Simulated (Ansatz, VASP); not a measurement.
Two plane-wave programs on B

```xyz
2
Lattice="0.0000 2.0889 2.0889 2.0889 0.0000 2.0889 2.0889 2.0889 0.0000" Properties=species:S:1:pos:R:3 pbc="T T T"
B     0.5222    0.5222    0.5222
B     3.6555    3.6555    3.6555
```

Alike in both runs: task single point; functional revPBE; k mesh 15 × 15 × 15; occupations fermi-dirac, width 0.1 eV; no spin polarisation.

|  | VASP | Ansatz |
| --- | --- | --- |
| version | VASP 6.6.1 | Ansatz 0.2.0 |
| potentials or method | VASP PAW PBE potentials, release 64 (B), cutoff 520 eV | plane waves (420 eV) with PAW, scalar-relativistic |
| valence electrons in the cell | 6 | 6 |

```csv
,VASP,Ansatz,Ansatz less VASP
pressure (GPa),-11.6,-11.5,+0.08
```

VASP's potentials were made for PBE, not for revPBE.
